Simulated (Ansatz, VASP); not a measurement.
One calculation of GaP, two programs

File INCAR:

```
PREC = Accurate
ENCUT = 500
EDIFF = 1E-6
ISMEAR = 0
SIGMA = 0.02
LREAL = F
LASPH = T
NELM = 120
ALGO = Normal
ISIF = 2
LWAVE = F
LCHARG = T
GGA = PE
LELF = T
LVHAR = T
NBANDS = 16
GGA_COMPAT = F
```

KPOINTS

```
Automatic mesh
0
Gamma
  8 8 8
```

The input POSCAR:

```
GaP
1.0
    0.0000000000      2.6964570281      2.6964570281
    2.6964570281      0.0000000000      2.6964570281
    2.6964570281      2.6964570281      0.0000000000
Ga P
1 1
Direct
    0.0000000000      0.0000000000      0.0000000000
    0.2500000000      0.2500000000      0.2500000000
```

Input for Ansatz:

```yaml
crystal:
  lattice:
    - [0.0, 2.6964570281, 2.6964570281]
    - [2.6964570281, 0.0, 2.6964570281]
    - [2.6964570281, 2.6964570281, 0.0]
  atoms:
    - { symbol: Ga, position: [0.0, 0.0, 0.0] }
    - { symbol: P, position: [0.25, 0.25, 0.25] }
basis:
  ecutwfc: 420
kpoints:
  mp_grid: { grid: [8, 8, 8] }
hamiltonian:
  xc: pbe
scf:
  occupations: { method: gaussian, width: 0.02 }
output:
  forces: true
  stress: true
  eigenvalues: true
```

Alike in both runs: task single point; functional PBE; k mesh 8 × 8 × 8; occupations gaussian, width 0.02 eV; no spin polarisation.

```csv
,VASP,Ansatz
version,VASP 6.6.1,Ansatz 0.2.0
potentials or method,"VASP PAW PBE potentials, release 64 (Ga_d, P), cutoff 500 eV","scalar-relativistic, plane waves, PAW"
valence electrons in the cell,18,18
```

|  | VASP | Ansatz | Ansatz less VASP |
| --- | --- | --- | --- |
| gap on the k mesh at the Fermi level (eV) | 1.59 | 1.59 | 0.000 |
| least direct gap on the mesh (eV) | 2.09 | 2.09 | +0.001 |
| pressure (GPa) | 5.4 | 5.5 | +0.11 |
